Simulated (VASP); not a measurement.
Wanted: the native input for a VASP 6.6.1 run.

| Item | Value |
| --- | --- |
| Task | single point |
| Functional | LDA |
| Potentials or basis | VASP PAW LDA potentials, release 64 (Li_sv, N, O) |
| Cutoff | 520 eV |
| k mesh | 6 × 6 × 6 |
| Occupations | gaussian, width 0.1 eV |
| Spin | no spin polarisation |
| Dipole correction | no |
| Further INCAR settings | ALGO = Normal; EDIFF = 1e-06; NBANDS = 37 |

The structure of LiNO3 lies in POSCAR:

```
LiNO3
1.0
    2.2955599163      1.3253421356      4.7738397685
   -2.2955599163      1.3253421356      4.7738397685
    0.0000000000     -2.6506842712      4.7738397685
Li N O
2 2 6
Direct
    0.0000000000      0.0000000000      0.0000000000
    0.5000000000      0.5000000000      0.5000000000
    0.2500000000      0.2500000000      0.2500000000
    0.7500000000      0.7500000000      0.7500000000
    0.5208839801      0.9791160199      0.2500000000
    0.2500000000      0.5208839801      0.9791160199
    0.9791160199      0.2500000000      0.5208839801
    0.4791160199      0.0208839801      0.7500000000
    0.7500000000      0.4791160199      0.0208839801
    0.0208839801      0.7500000000      0.4791160199
```

The input as run:

INCAR

```
PREC = Accurate
ENCUT = 520
EDIFF = 1E-6
ISMEAR = 0
SIGMA = 0.1
LREAL = False
LASPH = True
NELM = 80
ALGO = Normal
ISIF = 2
LWAVE = False
LCHARG = False
GGA = CA
NBANDS = 37
```

KPOINTS

```
regular mesh
0
Gamma
  6 6 6
```

Potentials or basis: VASP PAW LDA potentials, release 64 (Li_sv, N, O).

The run is started by

```bash
$ cat potpaw_LDA.64/Li_sv/POTCAR potpaw_LDA.64/N/POTCAR potpaw_LDA.64/O/POTCAR > POTCAR
$ mpirun -np 1 vasp_std > vasp.out
```

It gave:

```
Largest force          : 0.676 eV/Å
Band gap on the k mesh : 3.10 eV, indirect (least direct gap 3.45 eV)
```

Caveat: the standard files for N, O and F lose accuracy on very short bonds.

Run time: 4.5 min on 1 thread of AMD EPYC 7R13, with other jobs on the host, peak memory 0.21 GiB.
